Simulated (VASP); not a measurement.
# K8Mg9F24 (a cell with a defect) in VASP: single point with PBEsol

Aim: the single point of K8Mg9F24 (a cell with a defect) with PBEsol.

Program: VASP 6.6.1. These are calculated values, not measurements. Logs are shortened: lines on timing, memory, paths and dates and some standing lists are left out, and cuts for length are marked.

## (1) The cell of the first run

The cell holds a defect, 41 atoms: a = 7.983 Å, b = 7.983 Å, c = 7.983 Å, α = 90.00°, β = 90.00°, γ = 90.00°.

## (2) Single point, PBEsol

Input file INCAR:

```
SYSTEM = K8Mg9F24
ALGO = Normal
EDIFF = 1E-6
ENCUT = 520
GGA = PS
GGA_COMPAT = .FALSE.
ISIF = 2
ISMEAR = -1
ISYM = 0
LASPH = .TRUE.
LCHARG = .FALSE.
LREAL = Auto
LWAVE = .FALSE.
NBANDS = 155
NELECT = 256.0
NELM = 120
PREC = Accurate
SIGMA = 0.05
```

Input file KPOINTS:

```
Automatic mesh
0
Gamma
  1 1 1
  0.25 0.25 0.25
```

Input file POSCAR:

```
K8Mg9F24
1.0
    7.9825440000      0.0000000000      0.0000000000
    0.0000000000      7.9825440000      0.0000000000
    0.0000000000      0.0000000000      7.9825440000
K Mg F
8 9 24
Direct
    0.9989750000      0.0085240000      0.9996850000
    0.9990040000      0.0083750000      0.4997510000
    0.9988910000      0.4922430000      0.9995960000
    0.9989690000      0.4919810000      0.4996830000
    0.4989470000      0.0084040000      0.9996290000
    0.4993870000      0.0634270000      0.4999180000
    0.4989020000      0.4920300000      0.9996810000
    0.4986980000      0.4351460000      0.4995370000
    0.2447140000      0.2501350000      0.2454650000
    0.2447150000      0.2501990000      0.7539490000
    0.2386330000      0.7502500000      0.2394110000
    0.2386610000      0.7502650000      0.7599110000
    0.7532190000      0.2502670000      0.2454400000
    0.7532240000      0.2503350000      0.7539680000
    0.7591380000      0.7502850000      0.2394220000
    0.7591420000      0.7503090000      0.7598950000
    0.4988280000      0.7488160000      0.4995930000
    0.2470940000      0.2509760000      0.9997040000
    0.2457260000      0.2492920000      0.4997130000
    0.2546710000      0.7493410000      0.9996620000
    0.2645240000      0.7510170000      0.4996730000
    0.7508050000      0.2506580000      0.9996940000
    0.7523010000      0.2499730000      0.4996970000
    0.7430610000      0.7498320000      0.9996570000
    0.7331570000      0.7505970000      0.4996810000
    0.9989660000      0.2507730000      0.2477520000
    0.9989730000      0.2505830000      0.7516520000
    0.9988850000      0.7496100000      0.2554710000
    0.9988970000      0.7499000000      0.7438350000
    0.4989610000      0.2495770000      0.2464600000
    0.4989590000      0.2498790000      0.7529370000
    0.4988720000      0.7506950000      0.2652830000
    0.4988910000      0.7504920000      0.7339280000
    0.2543880000      0.9975260000      0.2549520000
    0.2546440000      0.9975510000      0.7445070000
    0.2557160000      0.5029090000      0.2567710000
    0.2554580000      0.5029430000      0.7427200000
    0.7434100000      0.9975760000      0.2554030000
    0.7431690000      0.9976320000      0.7439790000
    0.7421940000      0.5029590000      0.2562690000
    0.7424730000      0.5029630000      0.7431510000
```

Potentials or basis: VASP PAW PBE potentials, release 64 (K_sv, Mg, F).

Command:

```console
$ cat potpaw_PBE.64/K_sv/POTCAR potpaw_PBE.64/Mg/POTCAR potpaw_PBE.64/F/POTCAR > POTCAR
$ mpirun -np 1 vasp_std > vasp.out
```

OUTCAR:

```text
SYSTEM = K8Mg9F24
   EDIFF = 1E-6
   ENCUT = 520
   GGA = PS
   ISIF = 2
   ISMEAR = -1
   ISYM = 0
   LASPH = .TRUE.
   LREAL = Auto
   NELECT = 256.0
   NELM = 120
   PREC = Accurate

 ion  position               nearest neighbor table
   1  0.999  0.009  1.000-  27 2.77  22 2.77  26 2.77  18 2.77   9 3.38  10 3.38  13 3.38  14 3.38
                            11 3.40  12 3.40  15 3.40  16 3.40
   2  0.999  0.008  0.500-  19 2.75  23 2.76  27 2.79  26 2.79  38 2.82  39 2.82  34 2.83  35 2.83
                            29 2.84  28 2.84  10 3.42   9 3.42  14 3.42  13 3.42  12 3.50  16 3.50
   3  0.999  0.492  1.000-  18 2.76  27 2.76  26 2.76  22 2.76  14 3.38  13 3.38  10 3.38   9 3.38
                            12 3.40  16 3.40  11 3.40  15 3.40
   4  0.999  0.492  0.500-  23 2.76  19 2.76  26 2.78  27 2.79  37 2.82  36 2.82  41 2.82  40 2.83
                            28 2.83  29 2.84  14 3.42  13 3.42  10 3.42   9 3.42  12 3.50  11 3.50
   5  0.499  0.008  1.000-  30 2.75  31 2.76  22 2.79  18 2.79  35 2.82  34 2.82  39 2.82  38 2.83
                            24 2.84  20 2.84  10 3.42   9 3.42  14 3.42  13 3.42  16 3.50  15 3.50
   6  0.499  0.063  0.500-  23 2.51  31 2.51  19 2.51  30 2.51  17 2.51  39 2.80  38 2.81  35 2.81
                            34 2.82   8 2.97  14 3.23  13 3.23  10 3.24   9 3.24
   7  0.499  0.492  1.000-  31 2.76  30 2.76  18 2.78  22 2.78  40 2.82  41 2.83  36 2.83  37 2.83
                            20 2.83  24 2.83  14 3.42  10 3.42  13 3.42   9 3.42  11 3.50  15 3.50
   8  0.499  0.435  0.500-  17 2.50  30 2.51  31 2.51  19 2.51  23 2.51  36 2.79  37 2.80  40 2.80
                            41 2.80   6 2.97   9 3.23  10 3.23  13 3.23  14 3.23
   9  0.245  0.250  0.245-  26 1.96  18 1.96  34 2.02  36 2.02  30 2.03  19 2.03   8 3.23   6 3.24
                             1 3.38   3 3.38   2 3.42   5 3.42   4 3.42   7 3.42
  10  0.245  0.250  0.754-  27 1.96  18 1.96  35 2.02  37 2.02  19 2.03  31 2.03   8 3.23   6 3.24
                             1 3.38   3 3.38   5 3.42   2 3.42   7 3.42   4 3.42
  11  0.239  0.750  0.239-  28 1.92  20 1.92  34 1.98  36 1.98  32 2.09  21 2.09  17 2.94   3 3.40
                             1 3.40   2 3.50   4 3.50   7 3.50   5 3.50
  12  0.239  0.750  0.760-  20 1.92  29 1.92  35 1.98  37 1.98  21 2.09  33 2.09  17 2.94   3 3.40
                             1 3.40   2 3.50   5 3.50   4 3.50   7 3.50
  13  0.753  0.250  0.245-  22 1.96  26 1.96  38 2.02  40 2.02  23 2.03  30 2.03   8 3.23   6 3.23
                             1 3.38   3 3.38   4 3.42   7 3.42   5 3.42   2 3.42
  14  0.753  0.250  0.754-  22 1.96  27 1.96  41 2.02  39 2.02  31 2.03  23 2.03   8 3.23   6 3.23
                             3 3.38   1 3.38   4 3.42   7 3.42   5 3.42   2 3.42
[... 13 lines left out ...]
  25  0.733  0.751  0.500-  17 1.87  16 2.09  15 2.09
  26  0.999  0.251  0.248-  13 1.96   9 1.96   3 2.76   1 2.77   4 2.78   2 2.79
  27  0.999  0.251  0.752-  10 1.96  14 1.96   3 2.76   1 2.77   4 2.79   2 2.79
  28  0.999  0.750  0.255-  15 1.92  11 1.92   4 2.83   2 2.84
  29  0.999  0.750  0.744-  16 1.92  12 1.92   4 2.84   2 2.84
  30  0.499  0.250  0.246-   9 2.03  13 2.03   8 2.51   6 2.51   5 2.75   7 2.76
  31  0.499  0.250  0.753-  10 2.03  14 2.03   8 2.51   6 2.51   5 2.76   7 2.76
  32  0.499  0.751  0.265-  17 1.87  11 2.09  15 2.09
  33  0.499  0.750  0.734-  17 1.87  12 2.09  16 2.09
  34  0.254  0.998  0.255-  11 1.98   9 2.02   6 2.82   5 2.82   2 2.83
  35  0.255  0.998  0.745-  12 1.98  10 2.02   6 2.81   5 2.82   2 2.83
  36  0.256  0.503  0.257-  11 1.98   9 2.02   8 2.79   4 2.82   7 2.83
  37  0.255  0.503  0.743-  12 1.98  10 2.02   8 2.80   4 2.82   7 2.83
  38  0.743  0.998  0.255-  15 1.98  13 2.02   6 2.81   2 2.82   5 2.83
  39  0.743  0.998  0.744-  16 1.98  14 2.02   6 2.80   5 2.82   2 2.82
  40  0.742  0.503  0.256-  15 1.98  13 2.02   8 2.80   7 2.82   4 2.83
  41  0.742  0.503  0.743-  16 1.98  14 2.02   8 2.80   4 2.82   7 2.83

IMPORTANT INFORMATION: All symmetrisations will be switched off!
NOSYMM: (Re-)initialisation of all symmetry stuff for point group C_1.

----------------------------------------------------------------------------------------

                                     Primitive cell

  volume of cell :     508.6558

  direct lattice vectors                    reciprocal lattice vectors
     7.982544000  0.000000000  0.000000000     0.125273346  0.000000000  0.000000000
     0.000000000  7.982544000  0.000000000     0.000000000  0.125273346  0.000000000
     0.000000000  0.000000000  7.982544000     0.000000000  0.000000000  0.125273346

  length of vectors
     7.982544000  7.982544000  7.982544000     0.125273346  0.125273346  0.125273346

  position of ions in fractional coordinates (direct lattice)
     0.998975000  0.008524000  0.999685000
     0.999004000  0.008375000  0.499751000
     0.998891000  0.492243000  0.999596000
     0.998969000  0.491981000  0.499683000
     0.498947000  0.008404000  0.999629000
     0.499387000  0.063427000  0.499918000
[... 33 lines left out ...]
     0.742194000  0.502959000  0.256269000
     0.742473000  0.502963000  0.743151000

  ion indices of the primitive-cell ions
   primitive index   ion index
                 1           1
                 2           2
                 3           3
                 4           4
                 5           5
                 6           6
[... 33 lines left out ...]
                40          40
                41          41

----------------------------------------------------------------------------------------

 KPOINTS: Automatic mesh

Automatic generation of k-mesh.
 Grid dimensions read from file:
 generate k-points for:    1    1    1

 Generating k-lattice:

  Cartesian coordinates                     Fractional coordinates (reciprocal lattice)
     0.125273346  0.000000000  0.000000000     1.000000000  0.000000000  0.000000000
     0.000000000  0.125273346  0.000000000     0.000000000  1.000000000  0.000000000
     0.000000000  0.000000000  0.125273346     0.000000000  0.000000000  1.000000000

  Length of vectors
     0.125273346  0.125273346  0.125273346

  Shift w.r.t. Gamma in fractional coordinates (k-lattice)
     0.250000000  0.250000000  0.250000000

 Subroutine IBZKPT returns following result:
 ===========================================

 Found      4 irreducible k-points:

 Following reciprocal coordinates:
            Coordinates               Weight
  0.250000  0.250000  0.250000      2.000000
 -0.250000  0.250000  0.250000      2.000000
 -0.250000 -0.250000  0.250000      2.000000
  0.250000 -0.250000  0.250000      2.000000
   k-points           NKPTS =      4   k-points in BZ     NKDIM =      4   number of bands    NBANDS=    155
   number of dos      NEDOS =    301   number of ions     NIONS =     41
   total plane-waves  NPLWV = 216000
   dimension x,y,z NGX =    60 NGY =   60 NGZ =   60
   dimension x,y,z NGXF=   120 NGYF=  120 NGZF=  120
   ions per type =               8   9  24
   NGX,Y,Z   is equivalent  to a cutoff of  12.50, 12.50, 12.50 a.u.
   NGXF,Y,Z  is equivalent  to a cutoff of  24.99, 24.99, 24.99 a.u.
 SYSTEM =  K8Mg9F24
   PREC   = accura    normal or accurate (medium, high low for compatibility)
   ISTART =      0    job   : 0-new  1-cont  2-samecut
   ICHARG =      2    charge: 1-file 2-atom 10-const
   ISPIN  =      1    spin polarized calculation?
   LNONCOLLINEAR =      F non collinear calculations
   LSORBIT =      F    spin-orbit coupling
   LASPH  =      T    aspherical Exc in radial PAW
   ENCUT  =  520.0 eV  38.22 Ry    6.18 a.u.  14.84 14.84 14.84*2*pi/ulx,y,z
   NELM   =    120;   NELMIN=  2; NELMDL= -5     # of ELM steps
   EDIFF  = 0.1E-05   stopping-criterion for ELM
   LREAL  =      T    real-space projection
   EDIFFG = 0.1E-04   stopping-criterion for IOM
   NSW    =      0    number of steps for IOM
   IBRION =     -1    ionic relax: 0-MD 1-quasi-New 2-CG
   NFREE  =      0    steps in history (QN), initial steepest desc. (CG)
   ISIF   =      2    stress and relaxation
   ISYM   =      0    0-nonsym 1-usesym 2-fastsym
   POTIM  = 0.5000    time-step for ionic-motion
   TEBEG  =    0.0;   TEEND  =   0.0 temperature during run
   PSTRESS=    0.0 pullay stress
   NELECT =     256.0000    total number of electrons
   NUPDOWN=      -1.0000    fix difference up-down
   EMIN   =  10.00;   EMAX   =-10.00  energy-range for DOS
   EFERMI =   0.00;   METHOD = LEGACY
   ISMEAR =    -1;   SIGMA  =   0.05  broadening in eV -4-tet -1-fermi 0-gaus
   EFERMI_NEDOS =   21; number of points for ismear=-14 and -15
   IALGO  =     38    algorithm
   IMIX   =      4    mixing-type and parameters
     AMIX     =   0.40;   BMIX     =  1.00
     AMIX_MAG =   1.60;   BMIX_MAG =  1.00
  volume/ion in A,a.u.               =      12.41        83.72
  Fermi-wavevector in a.u.,A,eV,Ry     =   1.302207  2.460815 23.072000  1.695744
  Thomas-Fermi vector in A             =   2.433291
   LORBIT       =      0    0 simple, 1 ext, 2 COOP (PROOUT), +10 PAW based schemes
   GGA     = PS    functional components
   LHFCALC =     F    Hartree Fock is set to
   AEXX    =    0.0000 exact exchange contribution
   IVDW    =     0    specifies the selected vdW correction
   LEPSILON=     F    determine dielectric tensor
   LRPA    =     F    only Hartree local field effects (RPA)
 non-spin polarized calculation
  energy-cutoff  :      520.00
  volume of cell :      508.66
 maximum number of plane-waves:     13679
   NGX = 29   NGY = 29   NGZ = 29

 number of electron     255.9999863 magnetization

 Free energy of the ion-electron system (eV)
  ---------------------------------------------------
  ext. energy  EPLUGINS =         0.00000000
  ---------------------------------------------------
  free energy    TOTEN  =      -207.91307019 eV

  energy without entropy =     -207.91307019  energy(sigma->0) =     -207.91307019

 E-fermi :  -0.2371     XC(G=0):  -9.9633

 val. band max:       -1.5363430228   @ k =   0.2500   0.2500   0.2500
 cond. band min:       5.6696418963   @ k =   0.2500  -0.2500   0.2500
 fundamental gap:      7.2059849191
 Fermi energy:        -0.2370777555

 k-point     1 :       0.2500    0.2500    0.2500
  band No.  band energies     occupation
      1     -27.7602      2.00000
      2     -27.6053      2.00000
      3     -26.6877      2.00000
      4     -26.6701      2.00000
      5     -26.5524      2.00000
      6     -26.5514      2.00000
[... 561 lines left out ...]
    139       9.0697      0.00000
    140       9.1072      0.00000
 [bands above 140 left out]

------------------------ aborting loop because EDIFF is reached ----------------------------------------

  FORCE on cell =-STRESS in cart. coord.  units (eV):
  Direction    XX          YY          ZZ          XY          YZ          ZX
  --------------------------------------------------------------------------------------
  -------------------------------------------------------------------------------------
  Total       -5.2631557     -3.0165713     -5.2626702      0.0061090      0.0107310      0.0072540
  in kB      -16.5780269     -9.5016758    -16.5764977      0.0192424      0.0338007      0.0228488
  external PRESSURE =     -14.2187335 kB  Pullay stress =       0.0000000 kB

 VOLUME and BASIS-vectors are now :
 -----------------------------------------------------------------------------
  energy-cutoff  :      520.00
  volume of cell :      508.66
      direct lattice vectors                 reciprocal lattice vectors
     7.982544000  0.000000000  0.000000000     0.125273346  0.000000000  0.000000000
     0.000000000  7.982544000  0.000000000     0.000000000  0.125273346  0.000000000
     0.000000000  0.000000000  7.982544000     0.000000000  0.000000000  0.125273346

 POSITION                                       TOTAL-FORCE (eV/Angst)
 -----------------------------------------------------------------------------------
      7.97436      0.06804      7.98003         0.000125     -0.012119      0.000386
      7.97459      0.06685      3.98928         0.000945     -0.008337     -0.001669
      7.97369      3.92935      7.97932        -0.001222      0.011515      0.000662
      7.97431      3.92726      3.98874        -0.001094      0.007621     -0.000601
      3.98287      0.06709      7.97958         0.000274     -0.008499      0.001220
      3.98638      0.50631      3.99062        -0.005457     -0.062676     -0.003281
[... 33 lines left out ...]
      5.92460      4.01489      2.04568         0.001057      0.003617     -0.000978
      5.92682      4.01492      5.93224         0.000328      0.006182     -0.000066
 -----------------------------------------------------------------------------------
    total drift:                               -0.003188     -0.011698     -0.001562

  FREE ENERGIE OF THE ION-ELECTRON SYSTEM (eV)
  ---------------------------------------------------
  free  energy   TOTEN  =      -207.9130701938 eV

  energy  without entropy=     -207.9130701937  energy(sigma->0) =     -207.91307019
```

It took 6.4 min on 1 thread of Intel Xeon Platinum 8375C at 2.90GHz (Ice Lake), shared host; peak memory 0.59 GiB.

What came out:

```
Free energy   : -207.9131 eV
Largest force : 0.063 eV/Å
```

Forces on the atoms (eV/Å):
```
K    0.000 -0.012  0.000
K    0.001 -0.008 -0.002
K   -0.001  0.012  0.001
K   -0.001  0.008 -0.001
K    0.000 -0.008  0.001
K   -0.005 -0.063 -0.003
K    0.000  0.007  0.000
K   -0.001  0.058  0.001
Mg  -0.003 -0.001 -0.005
Mg  -0.003  0.000  0.004
Mg  -0.010 -0.001 -0.007
Mg  -0.010 -0.001  0.009
Mg   0.003 -0.002 -0.003
Mg   0.003 -0.002  0.003
Mg   0.009 -0.001 -0.008
Mg   0.007 -0.001  0.007
Mg   0.001  0.005  0.001
F    0.003  0.000  0.001
F   -0.017  0.002  0.000
F   -0.001  0.000  0.000
F    0.005 -0.002  0.000
F    0.003  0.000  0.001
F    0.014 -0.001  0.001
F    0.003  0.002  0.001
F   -0.003  0.004 -0.003
F    0.000  0.000  0.004
F    0.000  0.001 -0.001
F    0.001  0.003 -0.003
F    0.000  0.001  0.002
F   -0.002  0.001 -0.016
F    0.000  0.002  0.016
F    0.000  0.000  0.002
F   -0.003  0.001  0.000
F    0.002 -0.005  0.000
F    0.001 -0.005 -0.002
F    0.000  0.004 -0.003
F    0.001  0.001  0.001
F    0.000 -0.002 -0.001
F    0.003 -0.004  0.001
F    0.001  0.004 -0.001
F    0.000  0.006  0.000
```

Caveat: the k points lie up to 0.79 Å⁻¹ apart; the cell carries a net charge on a neutralising background, which shifts energy and pressure; the cell is charged against a uniform background, so pressure and absolute levels hang on convention; the PAW data sets were made with another functional, which shifts forces and pressure a little.
